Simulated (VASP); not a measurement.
# Ir (I4/mmm) in VASP: notebook, part 2 of 2

VASP 6.6.1.

### Step 3. Single point, LDA (strain -0.0150 x Voigt [0, 0, 1, 0, 0, 0])

Contents of INCAR:

```
SYSTEM = Ir
PREC = Accurate ; ENCUT = 560
EDIFF = 1E-6 ; ISMEAR = 0
SIGMA = 0.15 ; LREAL = .False.
LASPH = .True. ; NELM = 120
ALGO = Normal ; ISIF = 2
LWAVE = .False. ; LCHARG = .True.
LELF = .True. ; LVHAR = .True.
NBANDS = 14 ; GGA_COMPAT = .False.
```

Contents of KPOINTS:

```
regular mesh
0
Gamma
  8 8 8
  0 0 0
```

Contents of POSCAR:

```
Ir
1.0
    0.0000000000      1.9197000000      1.8909045000
    1.9197000000      0.0000000000      1.8909045000
    1.9197000000      1.9197000000      0.0000000000
Ir
1
Direct
    0.0000000000      0.0000000000      0.0000000000
```

Potentials or basis: VASP PAW LDA potentials, release 64 (Ir_sv_GW).

On the command line:

```
$ cat potpaw_LDA.64/Ir_sv_GW/POTCAR > POTCAR
$ mpirun -np 1 vasp_std > vasp.out
```

OUTCAR:

```text
SYSTEM = Ir
   PREC = Accurate
   ENCUT = 560
   EDIFF = 1E-6
   ISMEAR = 0
   LREAL = .False.
   LASPH = .True.
   NELM = 120
   ISIF = 2

 ion  position               nearest neighbor table
   1  0.000  0.000  0.000-

  LATTYP: Found a body centered tetragonal cell.
 ALAT       =     2.7148657757
 C/A-ratio  =     1.3930003589

  Lattice vectors:

 A1 = (   0.0000000000,  -1.9197000000,  -1.8909045000)
 A2 = (   0.0000000000,   1.9197000000,  -1.8909045000)
 A3 = (   1.9197000000,   0.0000000000,   1.8909045000)

Analysis of symmetry for initial positions (statically):
=====================================================================
 Subroutine PRICEL returns:
 Original cell was already a primitive cell.

 Routine SETGRP: Setting up the symmetry group for a
 body centered tetragonal supercell.

 Subroutine GETGRP returns: Found 16 space group operations
 (whereof 16 operations were pure point group operations)
 out of a pool of 16 trial point group operations.

The static configuration has the point symmetry D_4h.

Analysis of symmetry for dynamics (positions and initial velocities):
=====================================================================
 Subroutine PRICEL returns:
 Original cell was already a primitive cell.

 Routine SETGRP: Setting up the symmetry group for a
 body centered tetragonal supercell.

 Subroutine GETGRP returns: Found 16 space group operations
 (whereof 16 operations were pure point group operations)
 out of a pool of 16 trial point group operations.

The dynamic configuration has the point symmetry D_4h.

 Subroutine INISYM returns: Found 16 space group operations
 (whereof 16 operations are pure point group operations),
 and found     1 'primitive' translations

----------------------------------------------------------------------------------------

                                     Primitive cell

  volume of cell :      13.9369

  direct lattice vectors                    reciprocal lattice vectors
     0.000000000  1.919700000  1.890904500    -0.260457363  0.260457363  0.264423719
     1.919700000  0.000000000  1.890904500     0.260457363 -0.260457363  0.264423719
[... 114 lines left out ...]
 non-spin polarized calculation
 Gauss-broadening in eV      SIGMA  =   0.15
  energy-cutoff  :      560.00
  volume of cell :       13.94
 maximum number of plane-waves:       436
 NGX is ok and might be reduce to    24
   NGX = 11   NGY = 11   NGZ = 11

 number of electron      17.0000000 magnetization

 Free energy of the ion-electron system (eV)
  ---------------------------------------------------
  ext. energy  EPLUGINS =         0.00000000
  ---------------------------------------------------
  free energy    TOTEN  =       -10.83236201 eV

  energy without entropy =      -10.81234455  energy(sigma->0) =      -10.82235328

 E-fermi :  12.9950     XC(G=0): -14.8797

 val. band max:       12.9734040468   @ k =  -0.3750   0.1250   0.0000
 cond. band min:      13.0101728077   @ k =  -0.3750   0.2500   0.0000
 fundamental gap:      0.0367687609
 Fermi energy:        12.9950076077

 k-point     1 :       0.0000    0.0000    0.0000
  band No.  band energies     occupation
      1     -79.6242      2.00000
      2     -36.2770      2.00000
      3     -36.2770      2.00000
      4     -36.2658      2.00000
      5       1.7041      2.00000
      6       8.8852      2.00000
      7       8.8852      2.00000
      8       9.0880      2.00000
      9      11.6175      2.00000
     10      11.8840      2.00000
     11      26.5455      0.00000
     12      31.9566      0.00000
     13      31.9566      0.00000
     14      32.4488      0.00000
[... 377 lines left out ...]
      1     -79.5652      2.00000
      2     -36.8998      2.00000
      3     -36.4209      2.00000
      4     -36.4031      2.00000
      5       5.1224      2.00000
      6       8.3827      2.00000
      7       8.7707      2.00000
      8       9.8079      2.00000
      9      13.0702      0.47841
     10      13.4330      0.00004
     11      24.5495      0.00000
     12      28.7135      0.00000
     13      32.4834      0.00000
     14      34.1467      0.00000

 [... further k-points ...]

------------------------ aborting loop because EDIFF is reached ----------------------------------------

  FORCE on cell =-STRESS in cart. coord.  units (eV):
  Direction    XX          YY          ZZ          XY          YZ          ZX
  --------------------------------------------------------------------------------------
  -------------------------------------------------------------------------------------
  Total       -0.3031756     -0.3031756      0.1969980      0.0000000      0.0000000     -0.0000000
  in kB      -34.8528681    -34.8528681     22.6467552      0.0000000      0.0000000     -0.0000000
  external PRESSURE =     -15.6863270 kB  Pullay stress =       0.0000000 kB

 VOLUME and BASIS-vectors are now :
 -----------------------------------------------------------------------------
  energy-cutoff  :      560.00
  volume of cell :       13.94
      direct lattice vectors                 reciprocal lattice vectors
     0.000000000  1.919700000  1.890904500    -0.260457363  0.260457363  0.264423719
     1.919700000  0.000000000  1.890904500     0.260457363 -0.260457363  0.264423719
     1.919700000  1.919700000  0.000000000     0.260457363  0.260457363 -0.264423719

 POSITION                                       TOTAL-FORCE (eV/Angst)
 -----------------------------------------------------------------------------------
      0.00000      0.00000      0.00000         0.000000      0.000000     -0.000000
 -----------------------------------------------------------------------------------
    total drift:                                0.000000      0.000000     -0.000000

  FREE ENERGIE OF THE ION-ELECTRON SYSTEM (eV)
  ---------------------------------------------------
  free  energy   TOTEN  =       -10.8323620077 eV

  energy  without entropy=      -10.8123445511  energy(sigma->0) =      -10.82235328
```

stdout:

```text
POSCAR found type information on POSCAR Ir
 POSCAR found :  1 types and       1 ions
 scaLAPACK will be used
 LDA part: xc-table for (Slater(with rela. corr.)+CA(PZ))
 , standard interpolation
 POSCAR, INCAR and KPOINTS ok, starting setup
 FFT: planning ... GRIDC
 FFT: planning ... GRID_SOFT
 FFT: planning ... GRID
 WAVECAR not read
 entering main loop
```

It took 10 s on 1 thread of Intel Xeon Platinum 8375C at 2.90GHz (Ice Lake), shared host; peak memory 0.14 GiB.

Results:

* Free energy: -10.8324 eV
* Pressure: -1.6 GPa
* Band gap on the k mesh: zero (an odd number of electrons rules out a gap without spin polarisation)

Caveat: the cell differs from its parent crystal (strain -0.0150 x Voigt [0, 0, 1, 0, 0, 0]); the stress differs along the axes, from -3 to 2 GPa; spin-orbit coupling is left out, which moves the levels of the heavy elements.

### Step 4. Single point, LDA (strain +0.0450 x Voigt [0, 0, 1, 0, 0, 0])

Contents of INCAR:

```
PREC = Accurate ; ENCUT = 560
EDIFF = 1E-6 ; ISMEAR = 0
SIGMA = 0.15 ; LREAL = False
LASPH = True ; NELM = 120
ALGO = Normal ; ISIF = 2
LWAVE = False ; LCHARG = False
NBANDS = 14 ; GGA_COMPAT = False
```

Contents of KPOINTS:

```
Automatic mesh
0
Gamma
  8 8 8
```

Contents of POSCAR:

```
Ir
1.0
    0.0000000000      1.9197000000      2.0060865000
    1.9197000000      0.0000000000      2.0060865000
    1.9197000000      1.9197000000      0.0000000000
Ir
1
Direct
    0.0000000000      0.0000000000      0.0000000000
```

On the command line:

```
$ cat potpaw_LDA.64/Ir_sv_GW/POTCAR > POTCAR
$ mpirun -np 1 vasp_std > vasp.out
```

Run time: 6.1 s. Hardware: 1 thread of Intel Xeon 6975P-C (Granite Rapids), shared host; peak memory 0.14 GiB.

It converged, with:

| Item | Value |
| --- | --- |
| Free energy | -10.7600 eV |
| Pressure | -21.4 GPa |
| Band gap on the k mesh | zero (an odd number of electrons rules out a gap without spin polarisation) |

Stress tensor (GPa, compression positive):
```
-16.87   0.00   0.00
  0.00 -16.87   0.00
  0.00   0.00 -30.53
```

Levels at points of the mesh, in eV from the Fermi level:
| k point | band 4 | band 5 | band 6 | band 7 | band 8 | band 9 | band 10 | band 11 | band 12 | band 13 |
| --- | --- | --- | --- | --- | --- | --- | --- | --- | --- | --- |
| (0.00, 0.00, 0.00) | -49.13 | -10.66 | -4.06 | -3.48 | -3.48 | -1.52 | -0.78 | 13.76 | 18.15 | 19.40 |
| (0.50, 0.00, 0.00) | -49.21 | -7.68 | -4.04 | -3.47 | -0.62 | 0.66 | 0.94 | 6.83 | 13.34 | 18.44 |
| (0.50, 0.50, 0.00) | -49.35 | -7.48 | -6.91 | 0.85 | 1.13 | 1.29 | 1.29 | 9.15 | 11.79 | 11.79 |
| (0.50, 0.00, 0.50) | -49.39 | -7.42 | -6.91 | 0.75 | 1.06 | 1.61 | 2.01 | 10.32 | 10.82 | 11.24 |

Caveat: the cell differs from its parent crystal (strain +0.0450 x Voigt [0, 0, 1, 0, 0, 0]); the stress differs along the axes, from -31 to -17 GPa; spin-orbit coupling is left out, which moves the levels of the heavy elements.

### Step 5. Single point, LDA (strain +0.0300 x Voigt [0, 0, 1, 0, 0, 0])

Contents of INCAR:

```
SYSTEM = Ir
PREC = Accurate ; ENCUT = 560
EDIFF = 1E-6 ; ISMEAR = 0
SIGMA = 0.15 ; LREAL = .FALSE.
LASPH = .TRUE. ; NELM = 120
ALGO = Normal ; ISIF = 2
LWAVE = .FALSE. ; LCHARG = .FALSE.
NBANDS = 14 ; GGA_COMPAT = .FALSE.
```

Contents of KPOINTS:

```
regular mesh
0
G
  8 8 8
  0 0 0
```

Contents of POSCAR:

```
Ir
1.0
    0.0000000000      1.9197000000      1.9772910000
    1.9197000000      0.0000000000      1.9772910000
    1.9197000000      1.9197000000      0.0000000000
Ir
1
Direct
    0.0000000000      0.0000000000      0.0000000000
```

On the command line:

```
$ cat potpaw_LDA.64/Ir_sv_GW/POTCAR > POTCAR
$ mpirun -np 1 vasp_std > vasp.out
```

Run time: 6.3 s. Hardware: 1 thread of Intel Xeon 6975P-C (Granite Rapids), shared host; peak memory 0.14 GiB.

It converged, with:

```
Free energy            : -10.7935 eV
Pressure               : -17.3 GPa
Band gap on the k mesh : zero (an odd number of electrons rules out a gap without spin polarisation)
```

Stress tensor (GPa, compression positive):
```
-14.05   0.00   0.00
  0.00 -14.05   0.00
  0.00   0.00 -23.73
```

Levels at points of the mesh, in eV from the Fermi level:
| k point | band 4 | band 5 | band 6 | band 7 | band 8 | band 9 | band 10 | band 11 | band 12 | band 13 |
| --- | --- | --- | --- | --- | --- | --- | --- | --- | --- | --- |
| (0.00, 0.00, 0.00) | -49.17 | -10.81 | -4.03 | -3.64 | -3.64 | -1.42 | -0.92 | 13.70 | 18.44 | 19.31 |
| (0.50, 0.00, 0.00) | -49.25 | -7.84 | -4.04 | -3.65 | -0.66 | 0.72 | 0.92 | 6.95 | 13.33 | 18.63 |
| (0.50, 0.50, 0.00) | -49.41 | -7.63 | -7.07 | 0.85 | 1.31 | 1.34 | 1.34 | 9.58 | 11.68 | 11.68 |
| (0.50, 0.00, 0.50) | -49.44 | -7.59 | -7.08 | 0.79 | 1.18 | 1.56 | 1.90 | 10.37 | 11.01 | 11.31 |

Caveat: the cell differs from its parent crystal (strain +0.0300 x Voigt [0, 0, 1, 0, 0, 0]); the stress differs along the axes, from -24 to -14 GPa; spin-orbit coupling is left out, which moves the levels of the heavy elements.

### Step 6. The runs side by side

```tsv
cell	gap on the mesh (eV)	pressure (GPa)
a = 2.735, b = 2.735, c = 2.715 Å, angles 60.2, 60.2, 59.5°, 1 atom	none	-12.6
a = 2.695, b = 2.695, c = 2.715 Å, angles 59.8, 59.8, 60.5°, 1 atom	none	-1.6
a = 2.777, b = 2.777, c = 2.715 Å, angles 60.7, 60.7, 58.5°, 1 atom	none	-21.4
a = 2.756, b = 2.756, c = 2.715 Å, angles 60.5, 60.5, 59.0°, 1 atom	none	-17.3
```

Alike in all rows: task single point; level LDA; potentials or basis VASP PAW LDA potentials, release 64 (Ir_sv_GW); no spin polarisation; k mesh 8 × 8 × 8; cutoff (eV) 560; smearing gaussian 0.15 eV.

Caveats: spin-orbit coupling is left out, which moves the levels of the heavy elements; the stress differs along the axes, from -16 to -11 GPa (at least some runs); the stress differs along the axes, from -3 to 2 GPa (at least some runs); the stress differs along the axes, from -31 to -17 GPa (at least some runs); the stress differs along the axes, from -24 to -14 GPa (at least some runs).

Absolute energies hang on the potentials; compare differences alone.

The gap in the log of VASP goes by the Fermi energy; the results here count the filled bands.